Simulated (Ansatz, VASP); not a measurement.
CaO: VASP beside Ansatz

POSCAR

```
CaO
1.0
    3.3199366430      0.0000000000      0.0000000000
   -1.6599683215      2.8751494718      0.0000000000
    0.0000000000      0.0000000000      5.8143085412
Ca O
2 2
Direct
    0.0000000000      0.0000000000      0.0000000000
    0.0000000000      0.0000000000      0.5000000000
    0.3333333333      0.6666666667      0.2500000000
    0.6666666667      0.3333333333      0.7500000000
```

Contents of INCAR.step1:

```
SYSTEM = CaO
PREC = Accurate
ENCUT = 1480
ISMEAR = 0
SIGMA = 0.01
LREAL = .False.
LASPH = .True.
NELM = 120
NBANDS = 24
GGA = PE
ALGO = Normal
EDIFF = 1E-5
LWAVE = .True.
LCHARG = .False.
GGA_COMPAT = .False.
```

Contents of INCAR.step2:

```
SYSTEM = CaO
PREC = Accurate
ENCUT = 1480
EDIFF = 1E-6
ISMEAR = 0
SIGMA = 0.01
LREAL = .False.
LASPH = .True.
NELM = 120
ALGO = Normal
ISIF = 2
LWAVE = .False.
LCHARG = .True.
METAGGA = R2SCAN
LMIXTAU = .True.
LELF = .True.
LVHAR = .True.
NBANDS = 24
ISTART = 1
GGA_COMPAT = .False.
```

KPOINTS

```
regular mesh
0
Gamma
  9 9 4
  0 0 0
```

Input for Ansatz:

```yaml
crystal:
  lattice:
    - [3.319936643, 0.0, 0.0]
    - [-1.6599683215, 2.8751494718, 0.0]
    - [0.0, 0.0, 5.8143085412]
  atoms:
    - { symbol: Ca, position: [0.0, 0.0, 0.0] }
    - { symbol: Ca, position: [0.0, 0.0, 0.5] }
    - { symbol: O, position: [0.3333333333, 0.6666666667, 0.25] }
    - { symbol: O, position: [0.6666666667, 0.3333333333, 0.75] }
kpoints:
  mp_grid: { grid: [9, 9, 4] }
hamiltonian:
  xc: r2scan
scf:
  occupations: { method: fixed }
  n_extra_bands: 5
output:
  forces: true
  stress: true
  eigenvalues: true
```

Alike in both runs: task single point; functional r2SCAN; k mesh 9 × 9 × 4; no spin polarisation.

|  | VASP | Ansatz |
| --- | --- | --- |
| version | VASP 6.6.1 | Ansatz 0.2.0 |
| potentials or method | VASP PAW PBE potentials, release 64 (Ca_sv, O_h) | plane waves, PAW |
| plane-wave cutoff (eV) | 1480 | 500 |
| occupations | gaussian, width 0.01 eV | fixed |
| valence electrons in the cell | 32 | 32 |

|  | VASP | Ansatz | Ansatz less VASP |
| --- | --- | --- | --- |
| gap on the k mesh at the Fermi level (eV) | 4.41 | 4.41 | 0.000 |
| pressure (GPa) | 1.0 | 0.0 | -0.97 |
| traceless stress, the component that is largest in VASP (GPa) | 0.13 | 0.00 | -0.131 |

VASP's potentials were made for PBE, not for r2SCAN.
